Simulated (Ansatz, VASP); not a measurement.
## One calculation of MnO, two programs

Contents of INCAR:

```
SYSTEM = MnO
PREC = Accurate
ENCUT = 520
EDIFF = 1E-8
ISMEAR = -1
SIGMA = 0.05
LREAL = .FALSE.
LASPH = .TRUE.
NELM = 150
ALGO = Normal
ISIF = 2
LWAVE = .FALSE.
LCHARG = .FALSE.
ISPIN = 2
MAGMOM = 4 0
LORBIT = 11
LMAXMIX = 4
GGA = PE
LEFG = .TRUE.
NBANDS = 20
```

KPOINTS

```
Automatic mesh
0
G
  16 16 16
  0 0 0
```

File POSCAR:

```
MnO
1.0
   -0.0666600000      2.1886700000      2.1886700000
    2.1886700000     -0.0666600000      2.1886700000
    2.1886700000      2.1886700000     -0.0666600000
Mn O
1 1
Direct
    0.0000000000      0.0000000000      0.0000000000
    0.5000000000      0.5000000000      0.5000000000
```

Input for Ansatz:

```yaml
crystal:
  lattice:
    - [-0.06666, 2.18867, 2.18867]
    - [2.18867, -0.06666, 2.18867]
    - [2.18867, 2.18867, -0.06666]
  atoms:
    - { symbol: Mn, position: [0.0, 0.0, 0.0], spin: 4.0 }
    - { symbol: O, position: [0.5, 0.5, 0.5] }
magnetization:
  spin_polarized: true
kpoints:
  mp_grid: { grid: [16, 16, 16] }
scf:
  occupations: { method: fermi_dirac, width: 0.05 }
hamiltonian:
  xc: pbe
  pseudopotentials: { kind: paw }
output:
  forces: true
  stress: true
  eigenvalues: true
  efg: { contact_densities: true }
```

Change from the starting cell: equal xy, yz and zx shear strains of -3 %, PAW files.

Alike in both runs: task electric field gradients; functional PBE; k mesh 16 × 16 × 16; occupations fermi-dirac, width 0.05 eV; collinear spin.

|  | VASP | Ansatz |
| --- | --- | --- |
| version | VASP 6.6.1 | Ansatz 0.2.0 |
| potentials or method | VASP PAW PBE potentials, release 64 (Mn_pv, O) | PAW with Ansatz's default frozen-core files, scalar-relativistic |
| plane-wave cutoff (eV) | 520 | 420 |
| valence electrons in the cell | 19 | 21 |

```csv
,VASP,Ansatz,Ansatz less VASP
pressure (GPa),0.0,-0.2,-0.22
"traceless stress, the component that is largest in VASP (GPa)",1.86,1.86,-0.005
net moment per atom (μB),2.38,2.38,0.000
size of the moment on the site where the two differ most (μB),4.32,4.04,-0.284
size of Vzz on the site where it differs most (V/Å²),4.8,5.2,+0.45
```

Site moments also hang on the region over which each program counts them. The functional is the same, so the differences come from potentials, cutoffs and numerics. VASP's potentials hold 19 valence electrons a cell and Ansatz's 21, so a difference there can come from the potentials and not from the codes.
